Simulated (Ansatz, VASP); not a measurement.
W in VASP and in Ansatz

```xyz
14
Lattice="2.8270 0.0000 0.0000 0.0000 6.9247 0.0000 0.0000 0.0000 25.6091" Properties=species:S:1:pos:R:3 pbc="T T T"
W     1.4135    4.1818    8.1166
W     0.0000    1.9358    8.3663
W     1.4135   -0.2716    8.9927
W     0.0000    4.4964   10.3659
W     1.4135    2.2199   10.5630
W     0.0000   -0.0499   11.5331
W     1.4135    4.6345   12.7165
W     0.0000    2.2903   12.8927
W     1.4135    0.0499   14.0760
W     0.0000    4.7048   15.0461
W     1.4135    2.4284   15.2432
W     0.0000    0.2716   16.6165
W     1.4135    4.9890   17.2428
W     0.0000    2.7429   17.4925
```

Alike in both runs: functional PBEsol; k mesh 12 × 5 × 1; occupations gaussian, width 0.1 eV; no spin polarisation.

Ansatz relaxed the structure, and its values are those at the end. VASP's run is a single point on that final structure, the one shown.

|  | VASP | Ansatz |
| --- | --- | --- |
| version | VASP 6.6.1 | Ansatz 0.2.0 |
| potentials or method | VASP PAW PBE potentials, release 64 (W_sv), cutoff 400 eV | scalar-relativistic, plane waves, PAW |
| valence electrons in the cell | 196 | 196 |

```tsv
	VASP	Ansatz	Ansatz less VASP
gap on the k mesh at the Fermi level (eV)	none	none	-
rms of the force components (eV/Å)	0.019	0.007	-0.0120
```

VASP's potentials were made for PBE, not for PBEsol. A gap of «none» marks a metal or a gap that the smearing closes. The functional is the same, so the differences come from potentials, cutoffs and numerics. Ansatz's warnings: xc potential rough in thin density.

Spin-orbit coupling is off throughout.
